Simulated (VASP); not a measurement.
Runs of VASP 6.6.1 on BiTe. The structure is that of space group Fm-3m (No. 225), or close to it. The cells are those of the table. 

| cell | gap on the mesh (eV) | pressure (GPa) |
| --- | --- | --- |
| a = 4.575 Å, angles 60.0°, 2 atoms | none | 0.7 |
| a = 4.537, b = 4.537, c = 4.575 Å, angles 59.7, 59.7, 60.6°, 2 atoms | none | 1.6 |
| a = 4.613, b = 4.613, c = 4.575 Å, angles 60.3, 60.3, 59.5°, 2 atoms | none | (b) |
| a = 4.691, b = 4.691, c = 4.575 Å, angles 60.8, 60.8, 58.4°, 2 atoms | none | -1.2 |
| a = 4.652, b = 4.652, c = 4.575 Å, angles 60.5, 60.5, 58.9°, 2 atoms | none | (a) |

Alike in all rows: task single point; level PBE; potentials or basis VASP PAW PBE potentials, release 64 (Bi_d, Te); no spin polarisation; k mesh 9 × 9 × 9; cutoff (eV) 520; smearing fermi-dirac 0.1 eV.

**Question.** Estimate the missing entries.

**Answer.** (a) -0.7; (b) 0.0.

Caveats: spin-orbit coupling is left out, which moves the levels of the heavy elements.

A k mesh can miss the band edges, and the runs leave out spin-orbit coupling on Bi, Te.

A gap of «none» marks levels without a gap at the run's occupations.
